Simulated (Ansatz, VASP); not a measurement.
One calculation of Ta2N, two programs

```
Ta N
1.0
     3.11286    0.00000    0.00000
    -1.55643    2.69582    0.00000
     0.00000    0.00000    4.86984
Ta N
2 1
Direct
  0.33333 0.66667 0.25471
  0.66667 0.33333 0.74529
  0.00000 0.00000 0.00000
```

Alike in both runs: functional r2SCAN; k mesh 10 × 10 × 6; occupations fermi-dirac, width 0.05 eV; non-collinear spin, spin-orbit coupling.

```csv
,VASP,Ansatz
version,VASP 6.6.1,Ansatz 0.2.0
potentials or method,"VASP PAW PBE potentials, release 64 (Ta_pv, N)",Ansatz PAW
plane-wave cutoff (eV),520,500
valence electrons in the cell,27,31
task,single point,band structure
```

VASP gave:

```
pressure (GPa)                                                : -3.9
traceless stress, the component that is largest in VASP (GPa) : 1.64
rms of the force components (eV/Å)                            : 0.075
```

Question: What did Ansatz give for the same quantities?

Answer: Pressure (GPa): -5.6; traceless stress, the component that is largest in VASP (GPa): 1.96; rms of the force components (eV/Å): 0.036.

VASP's potentials were made for PBE, not for r2SCAN. Atom by atom the forces differ by 0.039 eV/Å (rms over components). VASP's potentials hold 27 valence electrons a cell and Ansatz's 31, so a difference there can come from the potentials and not from the codes.
